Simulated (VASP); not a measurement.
Wanted: the native input for a VASP 6.6.1 run.

- Task: single point
- Functional: PBE
- Potentials or basis: VASP PAW PBE potentials, release 64 (Sn_d, Te)
- Cutoff: 520 eV
- k mesh: 10 × 10 × 10
- Occupations: gaussian, width 0.03 eV
- Spin: no spin polarisation
- Dipole correction: no
- Further INCAR settings: ALGO = Normal; EDIFF = 1e-06; NBANDS = 17

The structure of SnTe lies in POSCAR:

```
SnTe
1.0
    0.0000000000      3.2511950000      3.2038475000
    3.2511950000      0.0000000000      3.2038475000
    3.2511950000      3.2511950000      0.0000000000
Sn Te
1 1
Direct
    0.0000000000      0.0000000000      0.0000000000
    0.5000000000      0.5000000000      0.5000000000
```

This cell differs from its parent crystal: strain +0.030 along x and y, +0.015 along z.

One way to write it, as run:

INCAR

```
ALGO = Normal
EDIFF = 1E-6
ENCUT = 520
GGA = PE
ISIF = 2
ISMEAR = 0
LASPH = T
LCHARG = F
LREAL = F
LWAVE = F
NBANDS = 17
NELM = 60
PREC = Accurate
SIGMA = 0.03
```

KPOINTS

```
k-points
0
Gamma
  10 10 10
```

Potentials or basis: VASP PAW PBE potentials, release 64 (Sn_d, Te).

Launch:

```bash
$ cat potpaw_PBE.64/Sn_d/POTCAR potpaw_PBE.64/Te/POTCAR > POTCAR
$ mpirun -np 1 vasp_std > vasp.out
```

It gave:

```
Pressure               : -1.1 GPa
Band gap on the k mesh : 0.12 eV, direct
```

Caveat: the cell differs from its parent crystal (strain +0.030 along x and y, +0.015 along z); spin-orbit coupling is left out, which moves the levels of the heavy elements.

Run time: 100 s on 1 thread of Intel Xeon 6975P-C, with other jobs on the host, peak memory 0.29 GiB.
